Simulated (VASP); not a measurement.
# Sc in VASP: relaxation of the atoms with PBEsol+D3(BJ)

Aim: the relaxation of the atoms of Sc with PBEsol+D3(BJ).

All numbers are computed with VASP 6.6.1; they aren't measurements. Logs are shortened: lines on timing, memory, paths and dates and some standing lists are left out, and cuts for length are marked.

## (1) The cell of the first run

The cell holds a slab with vacuum, 4 atoms: a = 3.124 Å, b = 3.124 Å, c = 27.551 Å, α = 90.00°, β = 90.00°, γ = 120.00°.

## (2) Relaxation of the atoms, PBEsol+D3(BJ)

Contents of INCAR:

```
PREC = Accurate
ENCUT = 450
EDIFF = 1E-7
ISMEAR = 1
SIGMA = 0.1
LREAL = False
LASPH = True
NELM = 120
ALGO = Normal
ISIF = 2
LWAVE = False
LCHARG = False
LDIPOL = True
IDIPOL = 3
DIPOL = 0.5 0.5 0.393
GGA = PS
IVDW = 12
IBRION = 2
NSW = 80
EDIFFG = -0.02
GGA_COMPAT = False
NELMIN = 4
NELMDL = -8
```

Contents of KPOINTS:

```
Automatic mesh
0
Gamma
  12 12 1
```

Contents of POSCAR:

```
Sc
1.0
    3.1236330269      0.0000000000      0.0000000000
   -1.5618165135      2.7051455534      0.0000000000
    0.0000000000      0.0000000000     27.5513438792
Sc
4
Direct
    0.6666666667      0.3333333333      0.2540710911
    0.3333333333      0.6666666667      0.3463805702
    0.6666666667      0.3333333333      0.4392886957
    0.3333333333      0.6666666667      0.5315178373
```

Potentials or basis: VASP PAW PBE potentials, release 64 (Sc_sv).

The run is started by

```console
$ cat potpaw_PBE.64/Sc_sv/POTCAR > POTCAR
$ mpirun -np 1 vasp_std > vasp.out
```

OUTCAR:

```text
PREC = Accurate
   ENCUT = 450
   EDIFF = 1E-7
   ISMEAR = 1
   LREAL = False
   LASPH = True
   NELM = 120
   ISIF = 2
   GGA = PS
   IVDW = 12
   IBRION = 2
   NSW = 80
   EDIFFG = -0.02
   NELMIN = 4
   NELMDL = -8
 IVDW          = 12

 ion  position               nearest neighbor table
   1  0.667  0.333  0.254-   2 3.12   2 3.12   2 3.12
   2  0.333  0.667  0.346-   1 3.12   1 3.12   1 3.12   3 3.13   3 3.13   3 3.13
   3  0.667  0.333  0.439-   4 3.12   4 3.12   4 3.12   2 3.13   2 3.13   2 3.13
   4  0.333  0.667  0.532-   3 3.12   3 3.12   3 3.12

  LATTYP: Found a hexagonal cell.
 ALAT       =     3.1236330269
 C/A-ratio  =     8.8202883123

  Lattice vectors:

 A1 = (   3.1236330269,   0.0000000000,   0.0000000000)
 A2 = (  -1.5618165135,   2.7051455534,   0.0000000000)
 A3 = (   0.0000000000,   0.0000000000,  27.5513438792)

Analysis of symmetry for initial positions (statically):
=====================================================================
 Subroutine PRICEL returns:
 Original cell was already a primitive cell.

 Routine SETGRP: Setting up the symmetry group for a
 hexagonal supercell.

 Subroutine GETGRP returns: Found  6 space group operations
 (whereof  6 operations were pure point group operations)
 out of a pool of 24 trial point group operations.

The static configuration has the point symmetry C_3v.

Analysis of symmetry for dynamics (positions and initial velocities):
=====================================================================
 Subroutine PRICEL returns:
 Original cell was already a primitive cell.

 Routine SETGRP: Setting up the symmetry group for a
 hexagonal supercell.

 Subroutine GETGRP returns: Found  6 space group operations
 (whereof  6 operations were pure point group operations)
 out of a pool of 24 trial point group operations.

The dynamic configuration has the point symmetry C_3v.

 Subroutine INISYM returns: Found  6 space group operations
 (whereof  6 operations are pure point group operations),
 and found     1 'primitive' translations

----------------------------------------------------------------------------------------

                                     Primitive cell

  volume of cell :     232.8056

  direct lattice vectors                    reciprocal lattice vectors
     3.123633027  0.000000000  0.000000000     0.320140039  0.184832938  0.000000000
    -1.561816513  2.705145553  0.000000000     0.000000000  0.369665876  0.000000000
     0.000000000  0.000000000 27.551343879     0.000000000  0.000000000  0.036295870

  length of vectors
     3.123633027  3.123633027 27.551343879     0.369665876  0.369665876  0.036295870

  position of ions in fractional coordinates (direct lattice)
     0.666666667  0.333333333  0.254071091
     0.333333333  0.666666667  0.346380570
     0.666666667  0.333333333  0.439288696
     0.333333333  0.666666667  0.531517837

  ion indices of the primitive-cell ions
   primitive index   ion index
                 1           1
                 2           2
                 3           3
                 4           4

----------------------------------------------------------------------------------------

 KPOINTS: Automatic mesh

Automatic generation of k-mesh.
 Grid dimensions read from file:
 generate k-points for:   12   12    1

 Generating k-lattice:

  Cartesian coordinates                     Fractional coordinates (reciprocal lattice)
     0.026678337  0.015402745  0.000000000     0.083333333  0.000000000  0.000000000
     0.000000000  0.030805490  0.000000000     0.000000000  0.083333333  0.000000000
     0.000000000  0.000000000  0.036295870     0.000000000  0.000000000  1.000000000

  Length of vectors
     0.030805490  0.030805490  0.036295870

  Shift w.r.t. Gamma in fractional coordinates (k-lattice)
     0.000000000  0.000000000  0.000000000

 Subroutine IBZKPT returns following result:
 ===========================================

 Found     19 irreducible k-points:

 Following reciprocal coordinates:
            Coordinates               Weight
  0.000000  0.000000  0.000000      1.000000
  0.083333  0.000000  0.000000      6.000000
  0.166667  0.000000  0.000000      6.000000
  0.250000  0.000000  0.000000      6.000000
  0.333333  0.000000  0.000000      6.000000
  0.416667  0.000000  0.000000      6.000000
[... 11 lines left out ...]
  0.333333  0.250000  0.000000     12.000000
  0.333333  0.333333  0.000000      2.000000
   k-points           NKPTS =     19   k-points in BZ     NKDIM =     19   number of bands    NBANDS=     26
   number of dos      NEDOS =    301   number of ions     NIONS =      4
   total plane-waves  NPLWV = 110592
   dimension x,y,z NGX =    24 NGY =   24 NGZ =  192
   dimension x,y,z NGXF=    48 NGYF=   48 NGZF=  384
   ions per type =               4
   NGX,Y,Z   is equivalent  to a cutoff of  12.77, 12.77, 11.59 a.u.
   NGXF,Y,Z  is equivalent  to a cutoff of  25.55, 25.55, 23.17 a.u.
 SYSTEM =  unknown system
   PREC   = accura    normal or accurate (medium, high low for compatibility)
   ISTART =      0    job   : 0-new  1-cont  2-samecut
   ICHARG =      2    charge: 1-file 2-atom 10-const
   ISPIN  =      1    spin polarized calculation?
   LNONCOLLINEAR =      F non collinear calculations
   LSORBIT =      F    spin-orbit coupling
   LASPH  =      T    aspherical Exc in radial PAW
   ENCUT  =  450.0 eV  33.07 Ry    5.75 a.u.   5.40  5.40 47.65*2*pi/ulx,y,z
   NELM   =    120;   NELMIN=  4; NELMDL= -8     # of ELM steps
   EDIFF  = 0.1E-06   stopping-criterion for ELM
   LREAL  =      F    real-space projection
   EDIFFG = -.2E-01   stopping-criterion for IOM
   NSW    =     80    number of steps for IOM
   IBRION =      2    ionic relax: 0-MD 1-quasi-New 2-CG
   NFREE  =      1    steps in history (QN), initial steepest desc. (CG)
   ISIF   =      2    stress and relaxation
   ISYM   =      2    0-nonsym 1-usesym 2-fastsym
   POTIM  = 0.5000    time-step for ionic-motion
   TEBEG  =    0.0;   TEEND  =   0.0 temperature during run
   PSTRESS=    0.0 pullay stress
   NELECT =      44.0000    total number of electrons
   NUPDOWN=      -1.0000    fix difference up-down
   EMIN   =  10.00;   EMAX   =-10.00  energy-range for DOS
   EFERMI =   0.00;   METHOD = LEGACY
   ISMEAR =     1;   SIGMA  =   0.10  broadening in eV -4-tet -1-fermi 0-gaus
   EFERMI_NEDOS =   21; number of points for ismear=-14 and -15
   IALGO  =     38    algorithm
   IMIX   =      4    mixing-type and parameters
     AMIX     =   0.40;   BMIX     =  1.00
     AMIX_MAG =   1.60;   BMIX_MAG =  1.00
  volume/ion in A,a.u.               =      58.20       392.76
  Fermi-wavevector in a.u.,A,eV,Ry     =   0.939495  1.775389 12.009200  0.882651
  Thomas-Fermi vector in A             =   2.066813
   LORBIT       =      0    0 simple, 1 ext, 2 COOP (PROOUT), +10 PAW based schemes
   GGA     = PS    functional components
   LHFCALC =     F    Hartree Fock is set to
   AEXX    =    0.0000 exact exchange contribution
   IVDW    =    12    specifies the selected vdW correction
   LEPSILON=     F    determine dielectric tensor
   LRPA    =     F    only Hartree local field effects (RPA)
 conjugate gradient relaxation of ions
 non-spin polarized calculation
 Methfessel and Paxton  Order N= 1 SIGMA  =   0.10
  energy-cutoff  :      450.00
  volume of cell :      232.81
 maximum number of plane-waves:      5159
 NGX is ok and might be reduce to    24
   NGX = 11   NGY = 11   NGZ = 95

--------------------------------------- Ionic step        1  -------------------------------------------

 number of electron      44.0000013 magnetization

 Free energy of the ion-electron system (eV)
  ---------------------------------------------------
  ext. energy  EPLUGINS =         0.00000000
  ---------------------------------------------------
  free energy    TOTEN  =       -24.71083746 eV

  energy without entropy =      -24.70510428  energy(sigma->0) =      -24.70892640

------------------------ aborting loop because EDIFF is reached ----------------------------------------

 Edisp (eV)   -1.32297

 E8    (eV) :    -0.9602

  FORCE on cell =-STRESS in cart. coord.  units (eV):
  Direction    XX          YY          ZZ          XY          YZ          ZX
  --------------------------------------------------------------------------------------
  -------------------------------------------------------------------------------------
  Total       1.41958     1.41958     0.04422    -0.00000     0.00000    -0.00000
  in kB       9.76960     9.76960     0.30431    -0.00000     0.00000    -0.00000
  external pressure =        6.61 kB  Pullay stress =        0.00 kB

 VOLUME and BASIS-vectors are now :
 -----------------------------------------------------------------------------
  energy-cutoff  :      450.00
  volume of cell :      232.81
      direct lattice vectors                 reciprocal lattice vectors
     3.123633027  0.000000000  0.000000000     0.320140039  0.184832938  0.000000000
    -1.561816513  2.705145553  0.000000000     0.000000000  0.369665876  0.000000000
     0.000000000  0.000000000 27.551343879     0.000000000  0.000000000  0.036295870
[... 43 lines left out ...]
 POSITION                                       TOTAL-FORCE (eV/Angst)
 -----------------------------------------------------------------------------------
      1.56182      0.90172      7.00041         0.000000     -0.000000      0.001513
     -0.00000      1.80343      9.54039        -0.000000      0.000000     -0.040331
      1.56182      0.90172     12.10565        -0.000000     -0.000000      0.036602
     -0.00000      1.80343     14.64383         0.000000     -0.000000      0.002216
 -----------------------------------------------------------------------------------
    total drift:                               -0.000000     -0.000000      0.000330

  FREE ENERGIE OF THE ION-ELECTRON SYSTEM (eV)
  ---------------------------------------------------
  free  energy   TOTEN  =       -26.0340705577 eV

  energy  without entropy=      -26.0282641497  energy(sigma->0) =      -26.03213509

 dipolmoment           0.000000      0.000000      0.000149 electrons x Angstroem

--------------------------------------- Ionic step        3  -------------------------------------------

 number of electron      44.0000015 magnetization

 dipolmoment           0.000000      0.000000     -0.000030 electrons x Angstroem

 Free energy of the ion-electron system (eV)
  ---------------------------------------------------
  ext. energy  EPLUGINS =         0.00000000
  ---------------------------------------------------
  free energy    TOTEN  =       -24.71195706 eV

  energy without entropy =      -24.70600352  energy(sigma->0) =      -24.70997255

 E-fermi :  -0.5662     XC(G=0):  -4.6246

 val. band max:       -0.5676170236   @ k =   0.3333   0.0833   0.0000
 cond. band min:      -0.5540387393   @ k =   0.0000   0.0000   0.0000
 fundamental gap:      0.0135782843
 Fermi energy:        -0.5661963370

 k-point     1 :       0.0000    0.0000    0.0000
  band No.  band energies     occupation
      1     -49.8294      2.00000
      2     -49.8281      2.00000
      3     -49.3274      2.00000
      4     -49.2780      2.00000
      5     -28.6713      2.00000
      6     -28.6513      2.00000
[... 18 lines left out ...]
     25       0.9855     -0.00000
     26       1.0044     -0.00000
[... 501 lines left out ...]
      6     -28.6377      2.00000
[... 18 lines left out ...]
     25      -0.0475     -0.00000
     26       0.0098     -0.00000

------------------------ aborting loop because EDIFF is reached ----------------------------------------

 vacuum level on the upper side and lower side of the slab       (xc-potential included)        -0.007        -0.007

 Edisp (eV)   -1.32233

 E8    (eV) :    -0.9597

  FORCE on cell =-STRESS in cart. coord.  units (eV):
  Direction    XX          YY          ZZ          XY          YZ          ZX
  --------------------------------------------------------------------------------------
  -------------------------------------------------------------------------------------
  Total       1.43365     1.43365     0.04714    -0.00000     0.00000    -0.00000
  in kB       9.86646     9.86646     0.32443    -0.00000     0.00000    -0.00000
  external pressure =        6.69 kB  Pullay stress =        0.00 kB

 VOLUME and BASIS-vectors are now :
 -----------------------------------------------------------------------------
  energy-cutoff  :      450.00
  volume of cell :      232.81
      direct lattice vectors                 reciprocal lattice vectors
     3.123633027  0.000000000  0.000000000     0.320140039  0.184832938  0.000000000
    -1.561816513  2.705145553  0.000000000     0.000000000  0.369665876  0.000000000
     0.000000000  0.000000000 27.551343879     0.000000000  0.000000000  0.036295870

 POSITION                                       TOTAL-FORCE (eV/Angst)
 -----------------------------------------------------------------------------------
      1.56182      0.90172      7.00122        -0.000000      0.000000     -0.011782
     -0.00000      1.80343      9.53471         0.000000     -0.000000     -0.002739
      1.56182      0.90172     12.11091         0.000000      0.000000      0.000686
     -0.00000      1.80343     14.64343         0.000000      0.000000      0.013836
 -----------------------------------------------------------------------------------
    total drift:                               -0.000000     -0.000000     -0.000245

  FREE ENERGIE OF THE ION-ELECTRON SYSTEM (eV)
  ---------------------------------------------------
  free  energy   TOTEN  =       -26.0342885196 eV

  energy  without entropy=      -26.0283349887  energy(sigma->0) =      -26.03230401

 reached required accuracy - stopping structural energy minimisation

 vacuum level on the upper side and lower side of the slab         3.145         3.146
```

Wall time 5.5 min (1 thread of Intel Xeon Platinum 8259CL at 2.50GHz (Skylake/Cascade Lake), shared host); peak memory 0.37 GiB.

What came out:

```
Free energy                  : -26.0343 eV
Energy gained by relaxing    : 0.1 meV/atom
Ionic steps                  : 3
Largest force after relaxing : 0.014 eV/Å
Band gap on the k mesh       : zero (bands 22 and 23 overlap by 0.15 eV)
Dispersion energy per atom   : -0.331 eV
```

Forces in eV/Å, atoms in the order of the input:
```
Sc   0.000  0.000 -0.012
Sc   0.000  0.000 -0.003
Sc   0.000  0.000  0.001
Sc   0.000  0.000  0.014
```

Step by step:
```tsv
step	energy change (eV)	largest force (eV/Å)	pressure (GPa)
1	0.0000	0.0593	0.66
2	-0.0003	0.0403	0.66
3	-0.0005	0.0138	0.67
```

Final structure:
```
Sc
1.0
     3.12363    0.00000    0.00000
    -1.56182    2.70515    0.00000
     0.00000    0.00000   27.55134
Sc
4
Direct
  0.66667 0.33333 0.25412
  0.33333 0.66667 0.34607
  0.66667 0.33333 0.43958
  0.33333 0.66667 0.53150
```

Levels at points of the mesh, in eV from the Fermi level:
| k point | band 18 | band 19 | band 20 | band 21 | band 22 | band 23 | band 24 | band 25 | band 26 |
| --- | --- | --- | --- | --- | --- | --- | --- | --- | --- |
| (0.00, 0.00, 0.00) | -4.33 | -3.27 | -2.25 | 0.01 | 0.05 | 0.56 | 1.00 | 1.55 | 1.57 |
| (0.50, 0.00, 0.00) | -1.59 | -1.38 | -1.28 | -0.68 | -0.29 | -0.07 | 0.56 | 0.76 | 1.45 |

Caveat: the PAW data sets were made with another functional, which shifts forces and pressure a little.
